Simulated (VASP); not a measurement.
# GaN (I-4m2) in VASP: further runs

Runs on GaN. Level: r2SCAN. Tasks: single point.

All numbers are computed with VASP 6.6.1; they aren't measurements. Logs are shortened: lines on timing, memory, paths and dates and some standing lists are left out, and cuts for length are marked.

## Step 1: The cell of the first run

The structure is tetragonal, space group I-4m2 (No. 119). Conventional cell: a = 3.180 Å, b = 3.180 Å, c = 4.543 Å, α = 90.00°, β = 90.00°, γ = 90.00°. Within 2.6 Å of Ga (site symmetry -4m2) lie 4 N at 1.95 Å. Within 2.6 Å of N (site symmetry -4m2) lie 4 Ga at 1.95 Å.

## Step 2: Single point, r2SCAN, non-collinear spin, zero start, spin-orbit coupling (uniaxial z strain +1.0%)

Input file POSCAR:

```
GaN
1.0
    0.0000000000      2.2489525411      2.2714420665
    2.2489525411      0.0000000000      2.2714420665
    2.2489525411      2.2489525411      0.0000000000
Ga N
1 1
Direct
    0.0000000000      0.0000000000      0.0000000000
    0.2500000000      0.2500000000      0.2500000000
```

Input file INCAR.step1:

```
SYSTEM = GaN
ALGO = Normal
EDIFF = 1E-4
ENCUT = 520
GGA = PE
GGA_COMPAT = .FALSE.
ISMEAR = 0
LASPH = .TRUE.
LCHARG = .FALSE.
LREAL = .FALSE.
LSORBIT = .TRUE.
LWAVE = .TRUE.
MAGMOM = 0 0 0 0 0 0
NBANDS = 30
NELM = 150
PREC = Accurate
SIGMA = 0.01
```

Input file INCAR.step2:

```
SYSTEM = GaN
ALGO = Normal
EDIFF = 1E-6
ENCUT = 520
GGA_COMPAT = .FALSE.
ISIF = 2
ISMEAR = 0
ISTART = 1
LASPH = .TRUE.
LCHARG = .FALSE.
LMIXTAU = .TRUE.
LORBIT = 11
LORBMOM = .TRUE.
LREAL = .FALSE.
LSORBIT = .TRUE.
LWAVE = .FALSE.
MAGMOM = 0 0 0 0 0 0
METAGGA = R2SCAN
NBANDS = 30
NELM = 150
PREC = Accurate
SIGMA = 0.01
```

Input file KPOINTS:

```
k-points
0
G
  10 10 10
  0 0 0
```

Potentials or basis: VASP PAW PBE potentials, release 64 (Ga_d, N).

Launch:

```sh
> cat potpaw_PBE.64/Ga_d/POTCAR potpaw_PBE.64/N/POTCAR > POTCAR
> cp INCAR.step1 INCAR
> mpirun -np 1 vasp_ncl > vasp.out
> cp INCAR.step2 INCAR
> mpirun -np 1 vasp_ncl > vasp.out
```

OUTCAR:

```text
SYSTEM = GaN
   EDIFF = 1E-6
   ENCUT = 520
   ISIF = 2
   ISMEAR = 0
   ISTART = 1
   LASPH = .TRUE.
   LORBIT = 11
   LREAL = .FALSE.
   LSORBIT = .TRUE.
   METAGGA = R2SCAN
   NELM = 150
   PREC = Accurate

 ion  position               nearest neighbor table
   1  0.000  0.000  0.000-   2 1.95   2 1.95   2 1.95   2 1.95
   2  0.250  0.250  0.250-   1 1.95   1 1.95   1 1.95   1 1.95

  LATTYP: Found a body centered tetragonal cell.
 ALAT       =     3.1804991848
 C/A-ratio  =     1.4283556980

  Lattice vectors:

 A1 = (  -2.2489525411,   0.0000000000,   2.2714420665)
 A2 = (   2.2489525411,   0.0000000000,   2.2714420665)
 A3 = (   0.0000000000,   2.2489525411,  -2.2714420665)

Analysis of symmetry for initial positions (statically):
=====================================================================
 Subroutine PRICEL returns:
 Original cell was already a primitive cell.

 Routine SETGRP: Setting up the symmetry group for a
 body centered tetragonal supercell.

 Subroutine GETGRP returns: Found  8 space group operations
 (whereof  8 operations were pure point group operations)
 out of a pool of 16 trial point group operations.

The static configuration has the point symmetry D_2d.

Analysis of symmetry for dynamics (positions and initial velocities):
=====================================================================
 Subroutine PRICEL returns:
 Original cell was already a primitive cell.

 Routine SETGRP: Setting up the symmetry group for a
 body centered tetragonal supercell.

 Subroutine GETGRP returns: Found  8 space group operations
 (whereof  8 operations were pure point group operations)
 out of a pool of 16 trial point group operations.

The dynamic configuration has the point symmetry D_2d.

Analysis of structural, dynamic, and magnetic symmetry:
=====================================================================
 Subroutine PRICEL returns:
 Original cell was already a primitive cell.

 Routine SETGRP: Setting up the symmetry group for a
 body centered tetragonal supercell.

 Subroutine GETGRP returns: Found  8 space group operations
 (whereof  8 operations were pure point group operations)
 out of a pool of 16 trial point group operations.

The overall configuration has the point symmetry D_2d.

 Subroutine INISYM returns: Found  8 space group operations
 (whereof  8 operations are pure point group operations),
 and found     1 'primitive' translations

----------------------------------------------------------------------------------------

                                     Primitive cell

  volume of cell :      22.9769

  direct lattice vectors                    reciprocal lattice vectors
     0.000000000  2.248952541  2.271442067    -0.222325723  0.222325723  0.220124478
     2.248952541  0.000000000  2.271442067     0.222325723 -0.222325723  0.220124478
     2.248952541  2.248952541  0.000000000     0.222325723  0.222325723 -0.220124478

  length of vectors
     3.196441239  3.196441239  3.180499185     0.383812767  0.383812767  0.383812767

  position of ions in fractional coordinates (direct lattice)
     0.000000000  0.000000000  0.000000000
     0.250000000  0.250000000  0.250000000

  ion indices of the primitive-cell ions
   primitive index   ion index
                 1           1
                 2           2

----------------------------------------------------------------------------------------

 KPOINTS: k-points

Automatic generation of k-mesh.
 Grid dimensions read from file:
 generate k-points for:   10   10   10

 Generating k-lattice:

  Cartesian coordinates                     Fractional coordinates (reciprocal lattice)
    -0.022232572  0.022232572  0.022012448     0.100000000 -0.000000000  0.000000000
     0.022232572 -0.022232572  0.022012448    -0.000000000  0.100000000  0.000000000
     0.022232572  0.022232572 -0.022012448     0.000000000  0.000000000  0.100000000

  Length of vectors
     0.038381277  0.038381277  0.038381277

  Shift w.r.t. Gamma in fractional coordinates (k-lattice)
     0.000000000  0.000000000  0.000000000

 Subroutine IBZKPT returns following result:
 ===========================================

 Found    158 irreducible k-points:

 Following reciprocal coordinates:
            Coordinates               Weight
  0.000000  0.000000  0.000000      1.000000
  0.100000 -0.000000  0.000000      4.000000
 -0.100000  0.000000  0.000000      4.000000
  0.200000 -0.000000  0.000000      4.000000
 -0.200000  0.000000  0.000000      4.000000
  0.300000  0.000000  0.000000      4.000000
[... 16 lines left out ...]
  0.300000 -0.100000  0.000000      4.000000
 -0.200000  0.100000  0.000000      4.000000
 [... further k-points ...]
[... 32 lines left out ...]
   EFERMI =   0.00;   METHOD = LEGACY
   ISMEAR =     0;   SIGMA  =   0.01  broadening in eV -4-tet -1-fermi 0-gaus
   EFERMI_NEDOS =   21; number of points for ismear=-14 and -15
   IALGO  =     38    algorithm
   IMIX   =      4    mixing-type and parameters
     AMIX     =   0.40;   BMIX     =  1.00
     AMIX_MAG =   1.60;   BMIX_MAG =  1.00
  volume/ion in A,a.u.               =      11.49        77.53
  Fermi-wavevector in a.u.,A,eV,Ry     =   1.509159  2.851896 30.988086  2.277560
  Thomas-Fermi vector in A             =   2.619518
   LORBIT       =     11    0 simple, 1 ext, 2 COOP (PROOUT), +10 PAW based schemes
   METAGGA = R2SCAN    functional components
   LHFCALC =     F    Hartree Fock is set to
   AEXX    =    0.0000 exact exchange contribution
   IVDW    =     0    specifies the selected vdW correction
   LEPSILON=     F    determine dielectric tensor
   LRPA    =     F    only Hartree local field effects (RPA)
 Gauss-broadening in eV      SIGMA  =   0.01
  energy-cutoff  :      520.00
  volume of cell :       22.98
 maximum number of plane-waves:      1272
   NGX = 11   NGY = 11   NGZ = 11

 number of electron      18.0000001 magnetization      -0.0000000     -0.0000000      0.0000000

 number of electron      18.0000001 magnetization       0.0000000      0.0000000      0.0000000

 number of electron      18.0000001 magnetization       0.0000000      0.0000000     -0.0000000

 Free energy of the ion-electron system (eV)
  ---------------------------------------------------
  ext. energy  EPLUGINS =         0.00000000
  ---------------------------------------------------
  free energy    TOTEN  =       -21.90100970 eV

  energy without entropy =      -21.90100970  energy(sigma->0) =      -21.90100970

 E-fermi :   5.1182     XC(G=0): -12.6119

 val. band max:        4.9925244143   @ k =   0.0000   0.0000   0.0000
 cond. band min:       7.0672557431   @ k =   0.0000   0.0000   0.0000
 fundamental gap:      2.0747313288
 Fermi energy:         5.1182413445

 k-point     1 :       0.0000    0.0000    0.0000
  band No.  band energies     occupation
      1     -11.7230      1.00000
      2     -11.7230      1.00000
      3      -9.0374      1.00000
      4      -9.0374      1.00000
      5      -9.0314      1.00000
      6      -9.0314      1.00000
[... 781 lines left out ...]
     29      22.2843      0.00000
     30      22.3227      0.00000

 [... further k-points ...]

------------------------ aborting loop because EDIFF is reached ----------------------------------------

  FORCE on cell =-STRESS in cart. coord.  units (eV):
  Direction    XX          YY          ZZ          XY          YZ          ZX
  --------------------------------------------------------------------------------------
  -------------------------------------------------------------------------------------
  Total       -0.0568026     -0.0568026     -0.2458928      0.0000000     -0.0000000      0.0000000
  in kB       -3.9608319     -3.9608319    -17.1460548      0.0000000     -0.0000000      0.0000000
  external PRESSURE =      -8.3559062 kB  Pullay stress =       0.0000000 kB

 VOLUME and BASIS-vectors are now :
 -----------------------------------------------------------------------------
  energy-cutoff  :      520.00
  volume of cell :       22.98
      direct lattice vectors                 reciprocal lattice vectors
     0.000000000  2.248952541  2.271442067    -0.222325723  0.222325723  0.220124478
     2.248952541  0.000000000  2.271442067     0.222325723 -0.222325723  0.220124478
     2.248952541  2.248952541  0.000000000     0.222325723  0.222325723 -0.220124478

 POSITION                                       TOTAL-FORCE (eV/Angst)
 -----------------------------------------------------------------------------------
      0.00000      0.00000      0.00000        -0.000000     -0.000000     -0.000000
      1.12448      1.12448      1.13572         0.000000      0.000000      0.000000
 -----------------------------------------------------------------------------------
    total drift:                               -0.000004     -0.000004     -0.000002

  FREE ENERGIE OF THE ION-ELECTRON SYSTEM (eV)
  ---------------------------------------------------
  free  energy   TOTEN  =       -21.9010097032 eV

  energy  without entropy=      -21.9010097032  energy(sigma->0) =      -21.90100970

 orbital moment (x)

 # of ion     p       d       tot
 ----------------------------------------
  1         0.000   0.000   0.000
  2        -0.000   0.000  -0.000
 ----------------------------------------
            0.000   0.000   0.000

 orbital moment (y)

 # of ion     p       d       tot
 ----------------------------------------
  1         0.000   0.000   0.000
  2        -0.000   0.000  -0.000
 ----------------------------------------
            0.000   0.000   0.000

 orbital moment (z)

 # of ion     p       d       tot
 ----------------------------------------
  1        -0.000   0.000  -0.000
  2         0.000   0.000   0.000
 ----------------------------------------
            0.000   0.000   0.000

 Spin-Orbit-Coupling matrix elements

 Ion:    1  E_soc:     -0.0102082
 l=   1
     0.0000000    -0.0009123    -0.0009103
    -0.0009123     0.0000000    -0.0009123
    -0.0009103    -0.0009123     0.0000000
 l=   2
     0.0000000    -0.0001645     0.0000000    -0.0001645    -0.0006255
    -0.0001645     0.0000000    -0.0004687    -0.0001646    -0.0001563
     0.0000000    -0.0004687     0.0000000    -0.0004687     0.0000000
    -0.0001645    -0.0001646    -0.0004687     0.0000000    -0.0001563
    -0.0006255    -0.0001563     0.0000000    -0.0001563     0.0000000
 l=   3
     0.0000000     0.0000000     0.0000000     0.0000000     0.0000000     0.0000000     0.0000000
     0.0000000     0.0000000     0.0000000     0.0000000     0.0000000     0.0000000     0.0000000
     0.0000000     0.0000000     0.0000000     0.0000000     0.0000000     0.0000000     0.0000000
     0.0000000     0.0000000     0.0000000     0.0000000     0.0000000     0.0000000     0.0000000
     0.0000000     0.0000000     0.0000000     0.0000000     0.0000000     0.0000000     0.0000000
     0.0000000     0.0000000     0.0000000     0.0000000     0.0000000     0.0000000     0.0000000
     0.0000000     0.0000000     0.0000000     0.0000000     0.0000000     0.0000000     0.0000000

 Ion:    2  E_soc:     -0.0000894
 l=   1
     0.0000000    -0.0000149    -0.0000150
    -0.0000149     0.0000000    -0.0000149
    -0.0000150    -0.0000149     0.0000000
 l=   2
     0.0000000     0.0000000     0.0000000     0.0000000     0.0000000
     0.0000000     0.0000000     0.0000000     0.0000000     0.0000000
     0.0000000     0.0000000     0.0000000     0.0000000     0.0000000
     0.0000000     0.0000000     0.0000000     0.0000000     0.0000000
     0.0000000     0.0000000     0.0000000     0.0000000     0.0000000
 l=   3
     0.0000000     0.0000000     0.0000000     0.0000000     0.0000000     0.0000000     0.0000000
     0.0000000     0.0000000     0.0000000     0.0000000     0.0000000     0.0000000     0.0000000
     0.0000000     0.0000000     0.0000000     0.0000000     0.0000000     0.0000000     0.0000000
     0.0000000     0.0000000     0.0000000     0.0000000     0.0000000     0.0000000     0.0000000
     0.0000000     0.0000000     0.0000000     0.0000000     0.0000000     0.0000000     0.0000000
     0.0000000     0.0000000     0.0000000     0.0000000     0.0000000     0.0000000     0.0000000
     0.0000000     0.0000000     0.0000000     0.0000000     0.0000000     0.0000000     0.0000000

 total charge

# of ion       s       p       d       tot
------------------------------------------
    1        0.756   0.874  10.186  11.816
    2        1.232   2.537   0.000   3.769
--------------------------------------------------
tot          1.988   3.410  10.186  15.585

 magnetization (x)

# of ion       s       p       d       tot
------------------------------------------
    1        0.000  -0.000   0.000  -0.000
    2        0.000   0.000   0.000   0.000
--------------------------------------------------
tot          0.000  -0.000   0.000  -0.000

 magnetization (y)

# of ion       s       p       d       tot
------------------------------------------
    1       -0.000   0.000   0.000   0.000
    2       -0.000   0.000   0.000  -0.000
--------------------------------------------------
tot         -0.000   0.000   0.000   0.000

 magnetization (z)

# of ion       s       p       d       tot
------------------------------------------
    1       -0.000  -0.000   0.000  -0.000
    2        0.000   0.000   0.000   0.000
--------------------------------------------------
tot          0.000   0.000   0.000   0.000
```

Run time: 11 min. Hardware: 1 thread of AMD EPYC 9R45 (Zen 5), shared host; peak memory 0.29 GiB.

What came out:

```
Free energy                                           : -21.9010 eV
Pressure                                              : -0.8 GPa
Net moment                                            : 0.00 μB per cell
Valence electrons inside the program's atomic spheres : Ga 11.82; N 3.77
```

Moments on the atoms (μB; x, y, z):
```
Ga  0.00 0.00 0.00
N   0.00 0.00 0.00
```

Caveat: the cell differs from its parent crystal (uniaxial z strain +1.0%); the structure was generated, so it needn't be the stable form of GaN; the PAW data sets were made with another functional, which shifts forces and pressure a little.

## Step 3: Single point, r2SCAN, non-collinear spin, zero start, spin-orbit coupling (uniaxial z strain +2.0%)

Input file POSCAR:

```
GaN
1.0
    0.0000000000      2.2489525411      2.2939315919
    2.2489525411      0.0000000000      2.2939315919
    2.2489525411      2.2489525411      0.0000000000
Ga N
1 1
Direct
    0.0000000000      0.0000000000      0.0000000000
    0.2500000000      0.2500000000      0.2500000000
```

Input file INCAR.step1:

```
  PREC = Accurate
  ENCUT = 520
  ISMEAR = 0
  SIGMA = 0.01
  LREAL = F
  LASPH = T
  NELM = 150
  MAGMOM = 0 0 0 0 0 0
  LSORBIT = T
  GGA_COMPAT = F
  NBANDS = 30
  GGA = PE
  ALGO = Normal
  EDIFF = 1E-4
  LWAVE = T
  LCHARG = F
```

Input file INCAR.step2:

```
  PREC = Accurate
  ENCUT = 520
  EDIFF = 1E-6
  ISMEAR = 0
  SIGMA = 0.01
  LREAL = F
  LASPH = T
  NELM = 150
  ALGO = Normal
  ISIF = 2
  LWAVE = F
  LCHARG = F
  MAGMOM = 0 0 0 0 0 0
  LORBIT = 11
  LSORBIT = T
  GGA_COMPAT = F
  LORBMOM = T
  METAGGA = R2SCAN
  LMIXTAU = T
  NBANDS = 30
  ISTART = 1
```

Input file KPOINTS:

```
regular mesh
0
Gamma
  10 10 10
```

Potentials or basis: VASP PAW PBE potentials, release 64 (Ga_d, N).

Launch:

```sh
> cat potpaw_PBE.64/Ga_d/POTCAR potpaw_PBE.64/N/POTCAR > POTCAR
> cp INCAR.step1 INCAR
> mpirun -np 1 vasp_ncl > vasp.out
> cp INCAR.step2 INCAR
> mpirun -np 1 vasp_ncl > vasp.out
```

Wall time 11 min (1 thread of AMD EPYC 9R45 (Zen 5), shared host); peak memory 0.29 GiB.

It converged, with:

```yaml
Free_energy: -21.8967 eV
Pressure: -2.7 GPa
Net_moment: 0.00 μB per cell
Valence_electrons_inside_the_program's_atomic_spheres: Ga 11.80; N 3.76
```

Stress tensor (GPa, compression positive):
```
-1.81  0.00  0.00
 0.00 -1.81  0.00
 0.00  0.00 -4.46
```

Moments on the atoms (μB; x, y, z):
```
Ga  0.00 0.00 0.00
N   0.00 0.00 0.00
```

Caveat: the cell differs from its parent crystal (uniaxial z strain +2.0%); the structure was generated, so it needn't be the stable form of GaN; the PAW data sets were made with another functional, which shifts forces and pressure a little.
